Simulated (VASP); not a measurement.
# CdSe (F-43m) in VASP: a series of runs, part 2 of 2

VASP 6.6.1. The steps go on from the part before.

## (4) Single point, LDA

This run uses another cell than the first one, of 27.10 Å³/atom.

Contents of INCAR:

```
ALGO = Normal
EDIFF = 1E-6
ENCUT = 500
GGA_COMPAT = F
ISIF = 2
ISMEAR = 0
LASPH = T
LCHARG = F
LREAL = F
LWAVE = F
NBANDS = 16
NELM = 120
PREC = Accurate
SIGMA = 0.02
```

Contents of KPOINTS:

```
k-points
0
Gamma
  10 10 10
```

Contents of POSCAR:

```
CdSe
1.0
    0.0000000000      3.0038730617      3.0038730617
    3.0038730617      0.0000000000      3.0038730617
    3.0038730617      3.0038730617      0.0000000000
Cd Se
1 1
Direct
    0.0000000000      0.0000000000      0.0000000000
    0.2500000000      0.2500000000      0.2500000000
```

Potentials or basis: VASP PAW LDA potentials, release 64 (Cd, Se).

Run with:

```sh
$ cat potpaw_LDA.64/Cd/POTCAR potpaw_LDA.64/Se/POTCAR > POTCAR
$ mpirun -np 1 vasp_std > vasp.out
```

OUTCAR:

```text
EDIFF = 1E-6
   ENCUT = 500
   ISIF = 2
   ISMEAR = 0
   LASPH = T
   LREAL = F
   NELM = 120
   PREC = Accurate

 ion  position               nearest neighbor table
   1  0.000  0.000  0.000-   2 2.60   2 2.60   2 2.60   2 2.60
   2  0.250  0.250  0.250-   1 2.60   1 2.60   1 2.60   1 2.60

  LATTYP: Found a face centered cubic cell.
 ALAT       =     6.0077461234

  Lattice vectors:

 A1 = (   0.0000000000,   3.0038730617,   3.0038730617)
 A2 = (   3.0038730617,   0.0000000000,   3.0038730617)
 A3 = (   3.0038730617,   3.0038730617,   0.0000000000)

Analysis of symmetry for initial positions (statically):
=====================================================================
 Subroutine PRICEL returns:
 Original cell was already a primitive cell.

 Routine SETGRP: Setting up the symmetry group for a
 face centered cubic supercell.

 Subroutine GETGRP returns: Found 24 space group operations
 (whereof 24 operations were pure point group operations)
 out of a pool of 48 trial point group operations.

The static configuration has the point symmetry T_d .
[... 158 lines left out ...]

  energy without entropy =       -6.76226924  energy(sigma->0) =       -6.76226924

 E-fermi :   1.2712     XC(G=0):  -9.4551

 val. band max:        1.1217679350   @ k =   0.0000   0.0000   0.0000
 cond. band min:       1.5605768674   @ k =   0.0000   0.0000   0.0000
 fundamental gap:      0.4388089325
 Fermi energy:         1.2711969914

 k-point     1 :       0.0000    0.0000    0.0000
  band No.  band energies     occupation
      1     -11.7413      2.00000
      2      -6.9665      2.00000
      3      -6.9665      2.00000
      4      -6.9665      2.00000
      5      -6.5454      2.00000
      6      -6.5454      2.00000
[... 433 lines left out ...]
      3      -6.7478      2.00000
      4      -6.7044      2.00000
      5      -6.4952      2.00000
      6      -6.3786      2.00000
[... 8 lines left out ...]
     15      13.4166      0.00000
     16      14.8842      0.00000

 [... further k-points ...]

------------------------ aborting loop because EDIFF is reached ----------------------------------------

  FORCE on cell =-STRESS in cart. coord.  units (eV):
  Direction    XX          YY          ZZ          XY          YZ          ZX
  --------------------------------------------------------------------------------------
  -------------------------------------------------------------------------------------
  Total        0.1636377      0.1636377      0.1636377      0.0000000      0.0000000      0.0000000
  in kB        4.8363659      4.8363659      4.8363659      0.0000000      0.0000000      0.0000000
  external PRESSURE =       4.8363659 kB  Pullay stress =       0.0000000 kB

 VOLUME and BASIS-vectors are now :
 -----------------------------------------------------------------------------
  energy-cutoff  :      500.00
  volume of cell :       54.21
      direct lattice vectors                 reciprocal lattice vectors
     0.000000000  3.003873062  3.003873062    -0.166451774  0.166451774  0.166451774
     3.003873062  0.000000000  3.003873062     0.166451774 -0.166451774  0.166451774
     3.003873062  3.003873062  0.000000000     0.166451774  0.166451774 -0.166451774

 POSITION                                       TOTAL-FORCE (eV/Angst)
 -----------------------------------------------------------------------------------
      0.00000      0.00000      0.00000         0.000000      0.000000      0.000000
      1.50194      1.50194      1.50194        -0.000000     -0.000000     -0.000000
 -----------------------------------------------------------------------------------
    total drift:                                0.000000      0.000000     -0.000000

  FREE ENERGIE OF THE ION-ELECTRON SYSTEM (eV)
  ---------------------------------------------------
  free  energy   TOTEN  =        -6.7622692411 eV

  energy  without entropy=       -6.7622692411  energy(sigma->0) =       -6.76226924
```

OSZICAR:

```text
N       E                     dE             d eps       ncg     rms          rms(c)
DAV:   1     0.106267342647E+03    0.10627E+03   -0.87963E+03  1544   0.989E+02
DAV:   2    -0.315462828435E+01   -0.10942E+03   -0.10346E+03  1768   0.249E+02
DAV:   3    -0.711618293612E+01   -0.39616E+01   -0.39550E+01  1864   0.489E+01
DAV:   4    -0.713274764706E+01   -0.16565E-01   -0.16564E-01  1824   0.317E+00
DAV:   5    -0.713285296007E+01   -0.10531E-03   -0.10531E-03  1880   0.217E-01    0.675E+00
DAV:   6    -0.679311872726E+01    0.33973E+00   -0.50979E-01  2264   0.931E+00    0.523E+00
DAV:   7    -0.676550570477E+01    0.27613E-01   -0.12332E-01  1888   0.247E+00    0.218E+00
DAV:   8    -0.676257036977E+01    0.29353E-02   -0.13186E-02  1696   0.144E+00    0.217E-01
DAV:   9    -0.676227871096E+01    0.29166E-03   -0.13660E-03  1840   0.517E-01    0.418E-02
DAV:  10    -0.676226506668E+01    0.13644E-04   -0.11458E-04  1840   0.148E-01    0.329E-02
DAV:  11    -0.676226962916E+01   -0.45625E-05   -0.16583E-05  1856   0.352E-02    0.117E-02
DAV:  12    -0.676226924113E+01    0.38804E-06   -0.11973E-06  1232   0.162E-02
   1 F= -.67622692E+01 E0= -.67622692E+01  d E =-.193237E-28
```

stdout:

```text
POSCAR found type information on POSCAR CdSe
 POSCAR found :  2 types and       2 ions
 scaLAPACK will be used
 LDA part: xc-table for (Slater(with rela. corr.)+CA(PZ))
 , standard interpolation
 POSCAR, INCAR and KPOINTS ok, starting setup
 FFT: planning ... GRIDC
 FFT: planning ... GRID_SOFT
 FFT: planning ... GRID
 WAVECAR not read
 entering main loop
```

It took 28 s on 1 thread of Intel Xeon Platinum 8375C at 2.90GHz (Ice Lake), shared host; peak memory 0.17 GiB.

Results:

| Item | Value |
| --- | --- |
| Free energy | -6.7623 eV |
| Pressure | 0.5 GPa |
| Band gap on the k mesh | 0.44 eV |

Caveat: semilocal functionals underestimate gaps, and a narrow one can read as zero.
